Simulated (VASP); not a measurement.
Set up this calculation in VASP 6.6.1, as the native input.

| Property | Result |
| --- | --- |
| Task | single point |
| Functional | PBEsol |
| Potentials or basis | VASP PAW PBE potentials, release 64 (Ta_sv_GW, N) |
| Cutoff | 600 eV |
| k mesh | 18 × 18 × 18 |
| Occupations | gaussian, width 0.15 eV |
| Spin | no spin polarisation |
| Dipole correction | no |
| Second run | valence_matched |
| Further INCAR settings | ALGO = Normal; EDIFF = 1e-06; NBANDS = 16 |

The structure of TaN lies in POSCAR:

```
TaN
1.0
    0.0000000000      2.2334750000      2.0700500000
    2.2334750000      0.0000000000      2.0700500000
    2.2334750000      2.2334750000      0.0000000000
Ta N
1 1
Direct
    0.5000000000      0.5000000000      0.5000000000
    0.0000000000      0.0000000000      0.0000000000
```

This cell differs from its parent crystal: strain +0.025 along x and y, -0.050 along z.

One way to write it, as run:

INCAR

```
SYSTEM = TaN
PREC = Accurate
ENCUT = 600
EDIFF = 1E-6
ISMEAR = 0
SIGMA = 0.15
LREAL = .False.
LASPH = .True.
NELM = 120
ALGO = Normal
ISIF = 2
LWAVE = .False.
LCHARG = .False.
GGA = PS
NBANDS = 16
GGA_COMPAT = .False.
```

KPOINTS

```
Automatic mesh
0
Gamma
  18 18 18
  0 0 0
```

Potentials or basis: VASP PAW PBE potentials, release 64 (Ta_sv_GW, N).

The run is started by

```bash
$ cat potpaw_PBE.64/Ta_sv_GW/POTCAR potpaw_PBE.64/N/POTCAR > POTCAR
$ mpirun -np 1 vasp_std > vasp.out
```

It gave:

- Pressure: 10.8 GPa
- Band gap on the k mesh: zero (band 9 reaches 15.82 eV, above the bottom of band 10 at 11.62 eV)

Caveat: the cell differs from its parent crystal (strain +0.025 along x and y, -0.050 along z); the PAW data sets were made with another functional, which shifts forces and pressure a little; spin-orbit coupling is left out, which moves the levels of the heavy elements.

Run time: 120 s on 1 thread of Intel(R) Xeon(R) 6975P-C (Granite Rapids) (shared host), peak memory 0.33 GiB.
